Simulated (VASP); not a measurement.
# BAs (F-43m) in VASP: a series of runs, part 2 of 2

VASP 6.6.1.

### 3 Single point, r2SCAN (strain -4.0%)

The input, POSCAR:

```
BAs
1.0
    0.0000000000      2.2961928999      2.2961928999
    2.2961928999      0.0000000000      2.2961928999
    2.2961928999      2.2961928999      0.0000000000
B As
1 1
Direct
    0.0000000000      0.0000000000      0.0000000000
    0.2500000000      0.2500000000      0.2500000000
```

The input, INCAR.step1:

```
SYSTEM = BAs
PREC     = Accurate       ! precision mode
ENCUT    = 520            ! plane-wave cutoff, eV
ISMEAR   = 0              ! smearing method
SIGMA    = 0.01           ! smearing width, eV
LREAL    = .False.        ! projectors in reciprocal space
LASPH    = .True.         ! aspherical terms in the spheres
NELM     = 80             ! most SCF steps
NBANDS   = 11             ! bands
GGA      = PE             ! functional
ALGO     = Normal         ! electronic algorithm
EDIFF    = 1E-4           ! SCF threshold, eV
LWAVE    = .True.         ! write WAVECAR
LCHARG   = .False.        ! write CHGCAR
```

The input, INCAR.step2:

```
SYSTEM = BAs
PREC     = Accurate       ! precision mode
ENCUT    = 520            ! plane-wave cutoff, eV
EDIFF    = 1E-6           ! SCF threshold, eV
ISMEAR   = 0              ! smearing method
SIGMA    = 0.01           ! smearing width, eV
LREAL    = .False.        ! projectors in reciprocal space
LASPH    = .True.         ! aspherical terms in the spheres
NELM     = 80             ! most SCF steps
ALGO     = Normal         ! electronic algorithm
ISIF     = 2              ! what is computed and relaxed
LWAVE    = .False.        ! write WAVECAR
LCHARG   = .True.         ! write CHGCAR
METAGGA  = R2SCAN         ! meta-GGA
LMIXTAU  = .True.       
LELF     = .True.         ! ELF
LVHAR    = .True.       
NBANDS   = 11             ! bands
ISTART   = 1
```

The input, KPOINTS:

```
regular mesh
0
Gamma
  10 10 10
  0 0 0
```

Potentials or basis: VASP PAW PBE potentials, release 64 (B, As).

Started as:

```
$ cat potpaw_PBE.64/B/POTCAR potpaw_PBE.64/As/POTCAR > POTCAR
$ cp INCAR.step1 INCAR
$ mpirun -np 1 vasp_std > vasp.out
$ cp INCAR.step2 INCAR
$ mpirun -np 1 vasp_std > vasp.out
```

OUTCAR:

```text
SYSTEM = BAs
   PREC = Accurate
   ENCUT = 520
   EDIFF = 1E-6
   ISMEAR = 0
   LREAL = .False.
   LASPH = .True.
   NELM = 80
   ISIF = 2
   METAGGA = R2SCAN
   ISTART = 1

 ion  position               nearest neighbor table
   1  0.000  0.000  0.000-   2 1.99   2 1.99   2 1.99   2 1.99
   2  0.250  0.250  0.250-   1 1.99   1 1.99   1 1.99   1 1.99

  LATTYP: Found a face centered cubic cell.
 ALAT       =     4.5923857998

  Lattice vectors:

 A1 = (   0.0000000000,   2.2961928999,   2.2961928999)
 A2 = (   2.2961928999,   0.0000000000,   2.2961928999)
 A3 = (   2.2961928999,   2.2961928999,   0.0000000000)

Analysis of symmetry for initial positions (statically):
=====================================================================
 Subroutine PRICEL returns:
 Original cell was already a primitive cell.

 Routine SETGRP: Setting up the symmetry group for a
 face centered cubic supercell.

 Subroutine GETGRP returns: Found 24 space group operations
 (whereof 24 operations were pure point group operations)
 out of a pool of 48 trial point group operations.

The static configuration has the point symmetry T_d .

Analysis of symmetry for dynamics (positions and initial velocities):
=====================================================================
 Subroutine PRICEL returns:
 Original cell was already a primitive cell.

 Routine SETGRP: Setting up the symmetry group for a
 face centered cubic supercell.

 Subroutine GETGRP returns: Found 24 space group operations
 (whereof 24 operations were pure point group operations)
 out of a pool of 48 trial point group operations.

The dynamic configuration has the point symmetry T_d .

 Subroutine INISYM returns: Found 24 space group operations
 (whereof 24 operations are pure point group operations),
 and found     1 'primitive' translations

----------------------------------------------------------------------------------------

                                     Primitive cell

  volume of cell :      24.2134
[... 112 lines left out ...]
  Thomas-Fermi vector in A             =   2.268457
   LORBIT       =      0    0 simple, 1 ext, 2 COOP (PROOUT), +10 PAW based schemes
   METAGGA = R2SCAN    functional components
   LHFCALC =     F    Hartree Fock is set to
   AEXX    =    0.0000 exact exchange contribution
   IVDW    =     0    specifies the selected vdW correction
   LEPSILON=     F    determine dielectric tensor
   LRPA    =     F    only Hartree local field effects (RPA)
 non-spin polarized calculation
 Gauss-broadening in eV      SIGMA  =   0.01
  energy-cutoff  :      520.00
  volume of cell :       24.21
 maximum number of plane-waves:       666
   NGX = 13   NGY = 13   NGZ = 13

 number of electron       7.9999999 magnetization

 Free energy of the ion-electron system (eV)
  ---------------------------------------------------
  ext. energy  EPLUGINS =         0.00000000
  ---------------------------------------------------
  free energy    TOTEN  =       -22.05022848 eV

  energy without entropy =      -22.05022848  energy(sigma->0) =      -22.05022848

 E-fermi :   7.5516     XC(G=0): -11.6785

 val. band max:        7.4139913937   @ k =   0.0000   0.0000   0.0000
 cond. band min:       8.6489638883   @ k =   0.4000   0.4000   0.0000
 fundamental gap:      1.2349724946
 Fermi energy:         7.5515970164

 k-point     1 :       0.0000    0.0000    0.0000
  band No.  band energies     occupation
      1      -9.9283      2.00000
      2       7.4140      2.00000
      3       7.4140      2.00000
      4       7.4140      2.00000
      5      11.0059      0.00000
      6      11.0059      0.00000
      7      11.0059      0.00000
      8      14.1903      0.00000
      9      18.4940      0.00000
     10      21.3373      0.00000
     11      21.3373      0.00000
[... 309 lines left out ...]
 k-point    24 :       0.4000    0.3000    0.0000
  band No.  band energies     occupation
      1      -6.8016      2.00000
      2       0.2356      2.00000
      3       2.6920      2.00000
      4       3.2562      2.00000
      5       9.2462      0.00000
      6      11.1397      0.00000
      7      17.7476      0.00000
      8      17.8733      0.00000
      9      21.5167      0.00000
     10      24.8077      0.00000
     11      25.8690      0.00000

 [... further k-points ...]
[... 5 lines left out ...]
  --------------------------------------------------------------------------------------
  -------------------------------------------------------------------------------------
  Total        3.4369514      3.4369514      3.4369514     -0.0000000      0.0000000     -0.0000000
  in kB      227.4201114    227.4201114    227.4201114     -0.0000000      0.0000000     -0.0000000
  external PRESSURE =     227.4201114 kB  Pullay stress =       0.0000000 kB

 VOLUME and BASIS-vectors are now :
 -----------------------------------------------------------------------------
  energy-cutoff  :      520.00
  volume of cell :       24.21
      direct lattice vectors                 reciprocal lattice vectors
     0.000000000  2.296192900  2.296192900    -0.217751740  0.217751740  0.217751740
     2.296192900  0.000000000  2.296192900     0.217751740 -0.217751740  0.217751740
     2.296192900  2.296192900  0.000000000     0.217751740  0.217751740 -0.217751740

 POSITION                                       TOTAL-FORCE (eV/Angst)
 -----------------------------------------------------------------------------------
      0.00000      0.00000      0.00000         0.000000      0.000000      0.000000
      1.14810      1.14810      1.14810        -0.000000     -0.000000     -0.000000
 -----------------------------------------------------------------------------------
    total drift:                                0.000000      0.000000      0.000000

  FREE ENERGIE OF THE ION-ELECTRON SYSTEM (eV)
  ---------------------------------------------------
  free  energy   TOTEN  =       -22.0502284772 eV

  energy  without entropy=      -22.0502284772  energy(sigma->0) =      -22.05022848
```

OUTCAR.step1:

```text
SYSTEM = BAs
   PREC = Accurate
   ENCUT = 520
   ISMEAR = 0
   LREAL = .False.
   LASPH = .True.
[... 557 lines left out ...]
      0.00000      0.00000      0.00000         0.000000     -0.000000     -0.000000
      1.14810      1.14810      1.14810        -0.000000      0.000000      0.000000
 -----------------------------------------------------------------------------------
    total drift:                                0.000000      0.000000      0.000000

  FREE ENERGIE OF THE ION-ELECTRON SYSTEM (eV)
  ---------------------------------------------------
  free  energy   TOTEN  =       -11.1527153760 eV

  energy  without entropy=      -11.1527153760  energy(sigma->0) =      -11.15271538
```

OSZICAR.step1:

```text
N       E                     dE             d eps       ncg     rms          rms(c)
DAV:   1     0.133007751525E+02    0.13301E+02   -0.38749E+03  1034   0.650E+02
DAV:   2    -0.113310049931E+02   -0.24632E+02   -0.23211E+02  1347   0.111E+02
DAV:   3    -0.120482425164E+02   -0.71724E+00   -0.71553E+00  1288   0.171E+01
DAV:   4    -0.120497547352E+02   -0.15122E-02   -0.15121E-02  1156   0.903E-01
DAV:   5    -0.120497566706E+02   -0.19355E-05   -0.19355E-05  1238   0.341E-02    0.583E+00
DAV:   6    -0.112544127422E+02    0.79534E+00   -0.19483E+00  1118   0.608E+00    0.283E+00
DAV:   7    -0.111606674885E+02    0.93745E-01   -0.30339E-01  1202   0.268E+00    0.109E+00
DAV:   8    -0.111522624606E+02    0.84050E-02   -0.22675E-02  1163   0.893E-01    0.111E-01
DAV:   9    -0.111525669621E+02   -0.30450E-03   -0.69543E-04  1202   0.165E-01    0.720E-02
DAV:  10    -0.111527105026E+02   -0.14354E-03   -0.17762E-04  1090   0.828E-02    0.137E-02
DAV:  11    -0.111527153760E+02   -0.48734E-05   -0.44798E-06   553   0.147E-02
   1 F= -.11152715E+02 E0= -.11152715E+02  d E =-.110028E-88
```

Wall time 17 s (1 thread of Intel Xeon 6975P-C (Granite Rapids), shared host); peak memory 0.14 GiB.

Results:

- Free energy: -22.0502 eV
- Pressure: 22.7 GPa
- Band gap on the k mesh: 1.24 eV, indirect (least direct gap 3.59 eV)

Levels at points of the mesh, in eV from the valence-band top:
| k point | band 1 | band 2 | band 3 | band 4 | band 5 | band 6 | band 7 | band 8 | band 9 |
| --- | --- | --- | --- | --- | --- | --- | --- | --- | --- |
| (0.00, 0.00, 0.00) | -17.34 | 0.00 | 0.00 | 0.00 | 3.59 | 3.59 | 3.59 | 6.78 | 11.08 |
| (0.50, 0.00, 0.00) | -13.85 | -10.20 | -2.16 | -2.16 | 3.73 | 5.17 | 5.17 | 9.81 | 14.66 |
| (0.50, 0.50, 0.00) | -12.21 | -9.79 | -4.86 | -4.86 | 1.44 | 1.58 | 13.37 | 13.37 | 15.08 |

Caveat: the cell differs from its parent crystal (strain -4.0%); the PAW data sets were made with another functional, which shifts forces and pressure a little.

### 4 Single point, r2SCAN (strain -3.0%)

The input, POSCAR:

```
BAs
1.0
    0.0000000000      2.3201115760      2.3201115760
    2.3201115760      0.0000000000      2.3201115760
    2.3201115760      2.3201115760      0.0000000000
B As
1 1
Direct
    0.0000000000      0.0000000000      0.0000000000
    0.2500000000      0.2500000000      0.2500000000
```

The input, INCAR.step1:

```
PREC = Accurate ; ENCUT = 520
ISMEAR = 0 ; SIGMA = 0.01
LREAL = F ; LASPH = T
NELM = 60 ; NBANDS = 11
GGA = PE ; ALGO = Normal
EDIFF = 1E-4 ; LWAVE = T
LCHARG = F
```

The input, INCAR.step2:

```
PREC = Accurate ; ENCUT = 520
EDIFF = 1E-6 ; ISMEAR = 0
SIGMA = 0.01 ; LREAL = F
LASPH = T ; NELM = 60
ALGO = Normal ; ISIF = 2
LWAVE = F ; LCHARG = F
METAGGA = R2SCAN ; LMIXTAU = T
NBANDS = 11 ; ISTART = 1
```

The input, KPOINTS:

```
regular mesh
0
Gamma
  10 10 10
```

Started as:

```
$ cat potpaw_PBE.64/B/POTCAR potpaw_PBE.64/As/POTCAR > POTCAR
$ cp INCAR.step1 INCAR
$ mpirun -np 1 vasp_std > vasp.out
$ cp INCAR.step2 INCAR
$ mpirun -np 1 vasp_std > vasp.out
```

Run time: 22 s. Hardware: 1 thread of Intel Xeon 6975P-C (Granite Rapids), shared host; peak memory 0.15 GiB.

The run converged. Its results:

- Free energy: -22.1426 eV
- Pressure: 16.0 GPa
- Band gap on the k mesh: 1.27 eV, indirect (least direct gap 3.55 eV)

Levels at points of the mesh, in eV from the valence-band top:
| k point | band 1 | band 2 | band 3 | band 4 | band 5 | band 6 | band 7 | band 8 |
| --- | --- | --- | --- | --- | --- | --- | --- | --- |
| (0.00, 0.00, 0.00) | -17.02 | 0.00 | 0.00 | 0.00 | 3.55 | 3.55 | 3.55 | 6.34 |
| (0.50, 0.00, 0.00) | -13.66 | -9.93 | -2.10 | -2.10 | 3.53 | 5.14 | 5.14 | 9.75 |
| (0.50, 0.50, 0.00) | -12.07 | -9.59 | -4.71 | -4.71 | 1.49 | 1.61 | 13.05 | 13.05 |

Caveat: the cell differs from its parent crystal (strain -3.0%); the PAW data sets were made with another functional, which shifts forces and pressure a little.

### 5 The runs side by side

| level | cell | smearing | gap on the mesh (eV) | pressure (GPa) |
| --- | --- | --- | --- | --- |
| PBE | a = 3.518 Å, angles 60.0°, 2 atoms | fermi-dirac 0.02 eV | 1.29 | -10.5 |
| r2SCAN | a = 3.247 Å, angles 60.0°, 2 atoms | gaussian 0.01 eV | 1.24 | 22.7 |
| r2SCAN | a = 3.281 Å, angles 60.0°, 2 atoms | gaussian 0.01 eV | 1.27 | 16.0 |

Alike in all rows: task single point; potentials or basis VASP PAW PBE potentials, release 64 (B, As); no spin polarisation; k mesh 10 × 10 × 10; cutoff (eV) 520.

Caveats: the PAW data sets were made with another functional, which shifts forces and pressure a little (some runs).

Total energies depend on the potentials used, so only differences within one code and one set of settings carry meaning.
